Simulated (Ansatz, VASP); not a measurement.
**Ta18N17 in VASP and in Ansatz**

File INCAR:

```
ALGO = Normal
EDIFF = 1E-6
ENCUT = 520
GGA = PS
ISIF = 2
ISMEAR = 1
LASPH = T
LCHARG = F
LREAL = Auto
LWAVE = F
NBANDS = 164
NELM = 80
PREC = Accurate
SIGMA = 0.1
```

KPOINTS

```
k-points
0
Gamma
  2 2 2
```

File POSCAR:

```
Ta18N17
1.0
    7.7675072900      4.4845723700      0.0000000000
   -7.7675072400      4.4845724600      0.0000000000
    0.0000000000      0.0000000000      5.7917586500
Ta N
18 17
Direct
    0.0032801800      0.0008282200     -0.0004217900
    0.3352571300      0.6667872100     -0.0004629400
    0.6624821100      0.3304135000     -0.0004020400
   -0.0005312500      0.6647225500      0.2498193600
    0.3345133500      0.3305032300      0.2475865800
    0.6664121700      0.0011548200      0.2497932500
   -0.0005307600      0.3331089600      0.2498338300
    0.3345022600      0.0023417200      0.2475875800
    0.6664349500      0.6636167900      0.2497941400
    0.0041896300      0.0012802400      0.4995654600
    0.3360984300      0.6672085200      0.4995220000
    0.6519149900      0.3251262700      0.4996095500
   -0.0005126900      0.6647489600      0.7492735400
    0.3345655000      0.3305291600      0.7514975900
    0.6664359600      0.0011573500      0.7493114200
   -0.0005080500      0.3331144800      0.7492836300
    0.3345310200      0.0023584300      0.7515104200
    0.6664435800      0.6636406100      0.7493213700
    0.1307477500      0.8655783000     -0.0004585500
    0.4633018900      0.5336990100     -0.0004463200
    0.7969018300      0.2024017100     -0.0004388400
    0.0732180700      0.5357889800     -0.0004661900
    0.4007684200      0.1995469700     -0.0004441400
    0.7400983100      0.8692418300     -0.0004355700
    0.1307491400      0.2635495600     -0.0004331300
    0.4632602300      0.9279087600     -0.0004815300
    0.7969036700      0.5928381800     -0.0004391600
    0.1332526900      0.8675016700      0.4995395800
    0.7963221700      0.2071780900      0.4995733000
    0.0727743800      0.5355701200      0.4995515900
    0.4643216400      0.5316200100      0.4995451100
    0.7378059000      0.8680794900      0.4995589300
    0.1332786500      0.2641446600      0.4995534500
    0.4643087100      0.9310304800      0.4995339100
    0.7963229100      0.5874698100      0.4995643600
```

Input for Ansatz:

```yaml
crystal:
  lattice:
    - [7.76750729, 4.48457237, 0.0]
    - [-7.76750724, 4.48457246, 0.0]
    - [0.0, 0.0, 5.79175865]
  atoms:
    - { symbol: Ta, position: [0.00328018, 0.00082822, -0.00042179] }
    - { symbol: Ta, position: [0.33525713, 0.66678721, -0.00046294] }
    - { symbol: Ta, position: [0.66248211, 0.3304135, -0.00040204] }
    - { symbol: Ta, position: [-0.00053125, 0.66472255, 0.24981936] }
    - { symbol: Ta, position: [0.33451335, 0.33050323, 0.24758658] }
    - { symbol: Ta, position: [0.66641217, 0.00115482, 0.24979325] }
    - { symbol: Ta, position: [-0.00053076, 0.33310896, 0.24983383] }
    - { symbol: Ta, position: [0.33450226, 0.00234172, 0.24758758] }
    - { symbol: Ta, position: [0.66643495, 0.66361679, 0.24979414] }
    - { symbol: "N", position: [0.13074775, 0.8655783, -0.00045855] }
    - { symbol: "N", position: [0.46330189, 0.53369901, -0.00044632] }
    - { symbol: "N", position: [0.79690183, 0.20240171, -0.00043884] }
    - { symbol: "N", position: [0.07321807, 0.53578898, -0.00046619] }
    - { symbol: "N", position: [0.40076842, 0.19954697, -0.00044414] }
    - { symbol: "N", position: [0.74009831, 0.86924183, -0.00043557] }
    - { symbol: "N", position: [0.13074914, 0.26354956, -0.00043313] }
    - { symbol: "N", position: [0.46326023, 0.92790876, -0.00048153] }
    - { symbol: "N", position: [0.79690367, 0.59283818, -0.00043916] }
    - { symbol: Ta, position: [0.00418963, 0.00128024, 0.49956546] }
    - { symbol: Ta, position: [0.33609843, 0.66720852, 0.499522] }
    - { symbol: Ta, position: [0.65191499, 0.32512627, 0.49960955] }
    - { symbol: Ta, position: [-0.00051269, 0.66474896, 0.74927354] }
    - { symbol: Ta, position: [0.3345655, 0.33052916, 0.75149759] }
    - { symbol: Ta, position: [0.66643596, 0.00115735, 0.74931142] }
    - { symbol: Ta, position: [-0.00050805, 0.33311448, 0.74928363] }
    - { symbol: Ta, position: [0.33453102, 0.00235843, 0.75151042] }
    - { symbol: Ta, position: [0.66644358, 0.66364061, 0.74932137] }
    - { symbol: "N", position: [0.13325269, 0.86750167, 0.49953958] }
    - { symbol: "N", position: [0.79632217, 0.20717809, 0.4995733] }
    - { symbol: "N", position: [0.07277438, 0.53557012, 0.49955159] }
    - { symbol: "N", position: [0.46432164, 0.53162001, 0.49954511] }
    - { symbol: "N", position: [0.7378059, 0.86807949, 0.49955893] }
    - { symbol: "N", position: [0.13327865, 0.26414466, 0.49955345] }
    - { symbol: "N", position: [0.46430871, 0.93103048, 0.49953391] }
    - { symbol: "N", position: [0.79632291, 0.58746981, 0.49956436] }
basis:
  ecutwfc: 420
  xc_grid: 2
hamiltonian:
  xc: pbesol
  pseudopotentials: { kind: paw, azcp: { folder: soft_1 } }
kpoints:
  mp_grid: { grid: [2, 2, 2] }
scf:
  occupations: { method: methfessel_paxton, width: 0.1 }
  max_iter: 140
output:
  forces: true
  eigenvalues: true
checkpoint:
  write: "../q0.end.mesh.run"
  compress: false
  write_wavefunctions: false
  write_every: 100000
```

Alike in both runs: task single point; functional PBEsol; k mesh 2 × 2 × 2; occupations methfessel-paxton of order 1, width 0.1 eV; no spin polarisation.

|  | VASP | Ansatz |
| --- | --- | --- |
| version | VASP 6.6.1 | Ansatz 0.2.0 |
| potentials or method | VASP PAW PBE potentials, release 64 (Ta_pv, N), cutoff 520 eV | plane-wave PAW DFT |
| valence electrons in the cell | 283 | 319 |

|  | VASP | Ansatz | Ansatz less VASP |
| --- | --- | --- | --- |
| rms of the force components (eV/Å) | 0.212 | 0.212 | +0.0005 |

VASP's potentials were made for PBE, not for PBEsol, and Ansatz warns of the same on its side. VASP's potentials hold 283 valence electrons a cell and Ansatz's 319, so a difference there can come from the potentials and not from the codes.

The k mesh is coarse, so the values compare programs but aren't converged. Spin-orbit coupling is off throughout.
